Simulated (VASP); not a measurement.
Runs of VASP 6.6.1 on NaP6. The structure is that of space group P6/mmm (No. 191), or close to it. The cells are those of the table. 

| task | cell | k mesh | cutoff (eV) | gap on the mesh (eV) | pressure (GPa) | largest force (eV/Å) |
| --- | --- | --- | --- | --- | --- | --- |
| single point | a = 5.989, b = 5.989, c = 3.003 Å, angles 90.0, 90.0, 120.0°, 7 atoms | 3 × 3 × 6 | 520 | none | 51.7 | (a) |
| single point | a = 6.788, b = 6.788, c = 3.796 Å, angles 90.0, 90.0, 120.0°, 7 atoms | 3 × 3 × 6 | 520 | none | -0.1 | - |
| relaxation of cell and atoms | relaxed from a = 6.788, b = 6.788, c = 3.796 Å, angles 90.0, 90.0, 120.0°, 7 atoms | 6 × 6 × 10 | 600 | none | 0.0 | 0.01 |
| single point | a = 6.866, b = 6.866, c = 3.661 Å, angles 90.0, 90.0, 120.0°, 7 atoms | 6 × 6 × 10 | 520 | none | -0.1 | 0.02 |

Alike in all rows: level PBE+D3(BJ); potentials or basis VASP PAW PBE potentials, release 64 (Na_pv, P); no spin polarisation; smearing gaussian 0.1 eV.

Question: Fill in the values left out.

Answer: (a) 1.40.

Caveats: some runs use coarse meshes; pairwise dispersion overbinds metals, which lowers pressure and volume; forces of over 1 eV/Å act on the atoms, so gaps and moduli don't describe the material at rest (some runs).

A gap of «none» marks levels without a gap at the run's occupations.
